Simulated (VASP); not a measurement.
# Ti (Pm-3m) in VASP: a series of runs, part 2 of 3

VASP 6.6.1. The steps go on from the part before.

## (3) Single point, LDA (volume scaled by 0.92)

INCAR reads:

```
ALGO = Normal
EDIFF = 1E-6
ENCUT = 520
ISIF = 2
ISMEAR = -1
LASPH = True
LCHARG = False
LREAL = False
LWAVE = False
NBANDS = 12
NELM = 60
PREC = Accurate
SIGMA = 0.1
```

KPOINTS reads:

```
k-points
0
Gamma
  14 14 14
```

POSCAR reads:

```
Ti
1.0
    2.4862413246      0.0000000000      0.0000000000
    0.0000000000      2.4862413246      0.0000000000
    0.0000000000      0.0000000000      2.4862413246
Ti
1
Direct
    0.0000000000      0.0000000000      0.0000000000
```

Potentials or basis: VASP PAW LDA potentials, release 64 (Ti_sv).

On the command line:

```console
$ cat potpaw_LDA.64/Ti_sv/POTCAR > POTCAR
$ mpirun -np 1 vasp_std > vasp.out
```

OUTCAR:

```text
EDIFF = 1E-6
   ENCUT = 520
   ISIF = 2
   ISMEAR = -1
   LASPH = True
   LREAL = False
   NELM = 60
   PREC = Accurate

 ion  position               nearest neighbor table
   1  0.000  0.000  0.000-

  LATTYP: Found a simple cubic cell.
 ALAT       =     2.4862413246

  Lattice vectors:

 A1 = (   2.4862413246,   0.0000000000,   0.0000000000)
 A2 = (   0.0000000000,   2.4862413246,   0.0000000000)
 A3 = (   0.0000000000,   0.0000000000,   2.4862413246)

Analysis of symmetry for initial positions (statically):
=====================================================================
 Subroutine PRICEL returns:
 Original cell was already a primitive cell.

 Routine SETGRP: Setting up the symmetry group for a
 simple cubic supercell.

 Subroutine GETGRP returns: Found 48 space group operations
[... 9 lines left out ...]

 Routine SETGRP: Setting up the symmetry group for a
 simple cubic supercell.

 Subroutine GETGRP returns: Found 48 space group operations
[... 11 lines left out ...]
                                     Primitive cell

  volume of cell :      15.3684

  direct lattice vectors                    reciprocal lattice vectors
     2.486241325  0.000000000  0.000000000     0.402213570  0.000000000  0.000000000
     0.000000000  2.486241325  0.000000000     0.000000000  0.402213570  0.000000000
     0.000000000  0.000000000  2.486241325     0.000000000  0.000000000  0.402213570

  length of vectors
     2.486241325  2.486241325  2.486241325     0.402213570  0.402213570  0.402213570

  position of ions in fractional coordinates (direct lattice)
     0.000000000  0.000000000  0.000000000

  ion indices of the primitive-cell ions
   primitive index   ion index
                 1           1

----------------------------------------------------------------------------------------

 KPOINTS: k-points

Automatic generation of k-mesh.
 Grid dimensions read from file:
 generate k-points for:   14   14   14

 Generating k-lattice:

  Cartesian coordinates                     Fractional coordinates (reciprocal lattice)
     0.028729541  0.000000000  0.000000000     0.071428571  0.000000000  0.000000000
     0.000000000  0.028729541  0.000000000     0.000000000  0.071428571  0.000000000
     0.000000000  0.000000000  0.028729541     0.000000000  0.000000000  0.071428571

  Length of vectors
     0.028729541  0.028729541  0.028729541

  Shift w.r.t. Gamma in fractional coordinates (k-lattice)
     0.000000000  0.000000000  0.000000000

 Subroutine IBZKPT returns following result:
 ===========================================

 Found    120 irreducible k-points:

 Following reciprocal coordinates:
            Coordinates               Weight
  0.000000  0.000000  0.000000      1.000000
  0.071429  0.000000  0.000000      6.000000
  0.142857  0.000000  0.000000      6.000000
  0.214286  0.000000  0.000000      6.000000
  0.285714  0.000000  0.000000      6.000000
  0.357143  0.000000  0.000000      6.000000
[... 16 lines left out ...]
  0.285714  0.214286  0.000000     24.000000
  0.357143  0.214286  0.000000     24.000000
 [... further k-points ...]
   k-points           NKPTS =    120   k-points in BZ     NKDIM =    120   number of bands    NBANDS=     12
   number of dos      NEDOS =    301   number of ions     NIONS =      1
   total plane-waves  NPLWV =   5832
   dimension x,y,z NGX =    18 NGY =   18 NGZ =   18
   dimension x,y,z NGXF=    36 NGYF=   36 NGZF=   36
   ions per type =               1
   NGX,Y,Z   is equivalent  to a cutoff of  12.04, 12.04, 12.04 a.u.
   NGXF,Y,Z  is equivalent  to a cutoff of  24.07, 24.07, 24.07 a.u.
 SYSTEM =  unknown system
   PREC   = accura    normal or accurate (medium, high low for compatibility)
   ISTART =      0    job   : 0-new  1-cont  2-samecut
   ICHARG =      2    charge: 1-file 2-atom 10-const
   ISPIN  =      1    spin polarized calculation?
   LNONCOLLINEAR =      F non collinear calculations
   LSORBIT =      F    spin-orbit coupling
   LASPH  =      T    aspherical Exc in radial PAW
   ENCUT  =  520.0 eV  38.22 Ry    6.18 a.u.   4.62  4.62  4.62*2*pi/ulx,y,z
   NELM   =     60;   NELMIN=  2; NELMDL= -5     # of ELM steps
   EDIFF  = 0.1E-05   stopping-criterion for ELM
   LREAL  =      F    real-space projection
   EDIFFG = 0.1E-04   stopping-criterion for IOM
   NSW    =      0    number of steps for IOM
   IBRION =     -1    ionic relax: 0-MD 1-quasi-New 2-CG
   NFREE  =      0    steps in history (QN), initial steepest desc. (CG)
   ISIF   =      2    stress and relaxation
   ISYM   =      2    0-nonsym 1-usesym 2-fastsym
   POTIM  = 0.5000    time-step for ionic-motion
   TEBEG  =    0.0;   TEEND  =   0.0 temperature during run
   PSTRESS=    0.0 pullay stress
   NELECT =      12.0000    total number of electrons
   NUPDOWN=      -1.0000    fix difference up-down
   EMIN   =  10.00;   EMAX   =-10.00  energy-range for DOS
   EFERMI =   0.00;   METHOD = LEGACY
   ISMEAR =    -1;   SIGMA  =   0.10  broadening in eV -4-tet -1-fermi 0-gaus
   EFERMI_NEDOS =   21; number of points for ismear=-14 and -15
   IALGO  =     38    algorithm
   IMIX   =      4    mixing-type and parameters
     AMIX     =   0.40;   BMIX     =  1.00
     AMIX_MAG =   1.60;   BMIX_MAG =  1.00
  volume/ion in A,a.u.               =      15.37       103.71
  Fermi-wavevector in a.u.,A,eV,Ry     =   1.507505  2.848771 30.920192  2.272570
  Thomas-Fermi vector in A             =   2.618082
   LORBIT       =      0    0 simple, 1 ext, 2 COOP (PROOUT), +10 PAW based schemes
   GGA     = CA    functional components
   LHFCALC =     F    Hartree Fock is set to
   AEXX    =    0.0000 exact exchange contribution
   IVDW    =     0    specifies the selected vdW correction
   LEPSILON=     F    determine dielectric tensor
   LRPA    =     F    only Hartree local field effects (RPA)
 non-spin polarized calculation
  energy-cutoff  :      520.00
  volume of cell :       15.37
 maximum number of plane-waves:       437
   NGX =  9   NGY =  9   NGZ =  9

 number of electron      12.0000008 magnetization

 Free energy of the ion-electron system (eV)
  ---------------------------------------------------
  ext. energy  EPLUGINS =         0.00000000
  ---------------------------------------------------
  free energy    TOTEN  =        -7.76062523 eV

  energy without entropy =       -7.69973381  energy(sigma->0) =       -7.73017952

 E-fermi :   9.2399     XC(G=0): -12.2739

 val. band max:        9.2239118601   @ k =   0.3571   0.2857   0.1429
 cond. band min:       9.2526258876   @ k =   0.3571   0.3571   0.2857
 fundamental gap:      0.0287140274
 Fermi energy:         9.2399108935

 k-point     1 :       0.0000    0.0000    0.0000
  band No.  band energies     occupation
      1     -46.5127      2.00000
      2     -22.3240      2.00000
      3     -22.3240      2.00000
      4     -22.3240      2.00000
      5       3.2704      2.00000
      6       7.5213      2.00000
      7       7.5213      2.00000
      8      13.9572      0.00000
      9      13.9572      0.00000
     10      13.9572      0.00000
     11      26.9728      0.00000
     12      26.9728      0.00000

 k-point     2 :       0.0714    0.0000    0.0000
  band No.  band energies     occupation
      1     -46.5008      2.00000
      2     -22.4022      2.00000
      3     -22.3173      2.00000
      4     -22.3173      2.00000
      5       3.4267      2.00000
      6       7.5613      2.00000
      7       7.6534      2.00000
      8      13.8104      0.00000
      9      13.8104      0.00000
     10      13.9680      0.00000
     11      25.9128      0.00000
     12      27.2254      0.00000
[... 301 lines left out ...]
 k-point    23 :       0.2857    0.2143    0.0000
  band No.  band energies     occupation
      1     -46.2711      2.00000
      2     -23.1738      2.00000
      3     -22.8102      2.00000
      4     -22.1906      2.00000
      5       6.2220      2.00000
      6       8.5109      1.99864
      7       9.8955      0.00284
      8      11.7787      0.00000
      9      12.5267      0.00000
     10      13.1670      0.00000
     11      21.0771      0.00000
     12      24.3837      0.00000

 k-point    24 :       0.3571    0.2143    0.0000
  band No.  band energies     occupation
      1     -46.2218      2.00000
      2     -23.4527      2.00000
      3     -22.7748      2.00000
      4     -22.1639      2.00000
      5       6.8109      2.00000
      6       8.5086      1.99867
      7      10.0219      0.00080
      8      12.1245      0.00000
      9      12.2978      0.00000
     10      13.2276      0.00000
     11      19.5695      0.00000
     12      25.1397      0.00000

 [... further k-points ...]

------------------------ aborting loop because EDIFF is reached ----------------------------------------

  FORCE on cell =-STRESS in cart. coord.  units (eV):
  Direction    XX          YY          ZZ          XY          YZ          ZX
  --------------------------------------------------------------------------------------
  -------------------------------------------------------------------------------------
  Total        0.8349329      0.8349329      0.8349329      0.0000000      0.0000000     -0.0000000
  in kB       87.0426908     87.0426908     87.0426908      0.0000000      0.0000000     -0.0000000
  external PRESSURE =      87.0426908 kB  Pullay stress =       0.0000000 kB

 VOLUME and BASIS-vectors are now :
 -----------------------------------------------------------------------------
  energy-cutoff  :      520.00
  volume of cell :       15.37
      direct lattice vectors                 reciprocal lattice vectors
     2.486241325  0.000000000  0.000000000     0.402213570  0.000000000  0.000000000
     0.000000000  2.486241325  0.000000000     0.000000000  0.402213570  0.000000000
     0.000000000  0.000000000  2.486241325     0.000000000  0.000000000  0.402213570

 POSITION                                       TOTAL-FORCE (eV/Angst)
 -----------------------------------------------------------------------------------
      0.00000      0.00000      0.00000         0.000000      0.000000      0.000000
 -----------------------------------------------------------------------------------
    total drift:                                0.000000      0.000000     -0.000000

  FREE ENERGIE OF THE ION-ELECTRON SYSTEM (eV)
  ---------------------------------------------------
  free  energy   TOTEN  =        -7.7606252260 eV

  energy  without entropy=       -7.6997338102  energy(sigma->0) =       -7.73017952
```

OSZICAR:

```text
N       E                     dE             d eps       ncg     rms          rms(c)
DAV:   1     0.880345004587E+02    0.88035E+02   -0.65621E+03  2880   0.124E+03
DAV:   2    -0.419559876077E+01   -0.92230E+02   -0.89163E+02  2968   0.297E+02
DAV:   3    -0.815419983508E+01   -0.39586E+01   -0.38717E+01  3776   0.640E+01
DAV:   4    -0.824141431771E+01   -0.87214E-01   -0.86921E-01  3344   0.825E+00
DAV:   5    -0.824364549971E+01   -0.22312E-02   -0.22309E-02  3444   0.114E+00    0.917E+00
DAV:   6    -0.773792639270E+01    0.50572E+00   -0.11890E+00  3092   0.152E+01    0.305E+00
DAV:   7    -0.774493485363E+01   -0.70085E-02   -0.60496E-02  3636   0.256E+00    0.155E+00
DAV:   8    -0.776075192023E+01   -0.15817E-01   -0.46502E-02  3164   0.237E+00    0.726E-02
DAV:   9    -0.776064036995E+01    0.11155E-03   -0.29327E-03  3416   0.589E-01    0.105E-01
DAV:  10    -0.776063366794E+01    0.67020E-05   -0.42169E-04  2988   0.212E-01    0.335E-02
DAV:  11    -0.776062525266E+01    0.84153E-05   -0.36665E-05  3172   0.828E-02    0.104E-02
DAV:  12    -0.776062522602E+01    0.26635E-07   -0.31867E-06  3056   0.174E-02
   1 F= -.77606252E+01 E0= -.77301795E+01  d E =-.608914E-01
```

stdout:

```text
POSCAR found type information on POSCAR Ti
 POSCAR found :  1 types and       1 ions
 scaLAPACK will be used
 LDA part: xc-table for (Slater(with rela. corr.)+CA(PZ))
 , standard interpolation
 POSCAR, INCAR and KPOINTS ok, starting setup
 FFT: planning ... GRIDC
 FFT: planning ... GRID_SOFT
 FFT: planning ... GRID
 WAVECAR not read
 entering main loop
```

Wall time 11 s (1 thread of AMD EPYC 7R13 (Zen 3), shared host); peak memory 0.1 GiB.

What came out:

```
Free energy            : -7.7606 eV
Pressure               : 8.7 GPa
Band gap on the k mesh : zero (band 6 reaches 10.10 eV, above the bottom of band 7 at 7.52 eV)
```

Levels at points of the mesh, in eV from the Fermi level:
| k point | band 3 | band 4 | band 5 | band 6 | band 7 | band 8 | band 9 | band 10 |
| --- | --- | --- | --- | --- | --- | --- | --- | --- |
| (0.00, 0.00, 0.00) | -31.56 | -31.56 | -5.97 | -1.72 | -1.72 | 4.72 | 4.72 | 4.72 |
| (0.50, 0.00, 0.00) | -31.43 | -31.43 | -1.83 | -0.83 | 0.18 | 2.32 | 2.32 | 4.94 |
| (0.50, 0.50, 0.00) | -32.80 | -31.30 | -3.53 | -0.08 | 2.86 | 2.86 | 6.22 | 6.43 |
| (0.50, 0.50, 0.50) | -32.59 | -32.59 | -1.70 | -1.70 | -1.70 | 6.35 | 6.35 | 9.43 |

[end of part 2 of 3]
